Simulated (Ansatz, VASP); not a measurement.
**MoS2 in VASP and in Ansatz**

```
Mo S
1.0
     3.14936    0.00000    0.00000
    -1.57468    2.72742    0.00000
     0.00000    0.00000   12.09177
Mo S
2 4
Cartesian
  0.0000 1.8183 3.0229
  1.5747 0.9091 9.0688
  0.0000 1.7456 7.4429
  1.5747 0.8364 1.3970
  0.0000 1.8910 10.6947
  1.5747 0.9818 4.6489
```

Change from the starting cell: mode 10 frozen in at -0.073 Å and mode 16 at -0.060 Å (largest displacements).

Alike in both runs: task single point; functional PBE; dispersion D3(BJ); k mesh 12 × 12 × 4; occupations gaussian, width 0.05 eV; no spin polarisation.

|  | VASP | Ansatz |
| --- | --- | --- |
| version | VASP 6.6.1 | Ansatz 0.2.0 |
| potentials or method | VASP PAW PBE potentials, release 64 (Mo_sv, S), cutoff 520 eV | scalar-relativistic, plane waves, PAW |
| valence electrons in the cell | 52 | 52 |

```tsv
	VASP	Ansatz	Ansatz less VASP
gap on the k mesh at the Fermi level (eV)	0.72	0.71	-0.015
least direct gap on the mesh (eV)	1.74	1.74	-0.003
pressure (GPa)	-5.3	-5.2	+0.12
traceless stress, the component that is largest in VASP (GPa)	-5.48	-5.50	-0.013
rms of the force components (eV/Å)	0.577	0.572	-0.0043
```

Atom by atom the forces differ by 0.005 eV/Å (rms over components).
